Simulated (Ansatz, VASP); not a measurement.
One calculation of Rb2Cd, two programs

```
CELL_PARAMETERS angstrom
5.94709 0.00000 0.00000
0.00000 5.94709 0.00000
0.00000 0.00000 10.25440
ATOMIC_POSITIONS crystal
Rb 0.00000 0.00000 0.00000
Rb 0.50000 0.50000 0.00000
Rb 0.00000 0.50000 0.37098
Rb 0.50000 0.00000 0.62902
Cd 0.00000 0.50000 0.75233
Cd 0.50000 0.00000 0.24767
```

Alike in both runs: functional PBE; k mesh 4 × 4 × 2; occupations gaussian, width 0.1 eV; no spin polarisation.

Ansatz relaxed the structure, and its values are those at the end. VASP's run is a single point on that final structure, the one shown.

|  | VASP | Ansatz |
| --- | --- | --- |
| version | VASP 6.6.1 | Ansatz 0.2.0 |
| potentials or method | VASP PAW PBE potentials, release 64 (Rb_sv, Cd), cutoff 520 eV | scalar-relativistic, plane waves, PAW |
| valence electrons in the cell | 60 | 76 |

```csv
,VASP,Ansatz,Ansatz less VASP
gap on the k mesh at the Fermi level (eV),none,none,-
pressure (GPa),0.0,0.0,0.00
rms of the force components (eV/Å),0.004,0.004,0.0000
```

A gap of «none» marks a metal or a gap that the smearing closes. VASP's potentials hold 60 valence electrons a cell and Ansatz's 76, so a difference there can come from the potentials and not from the codes.
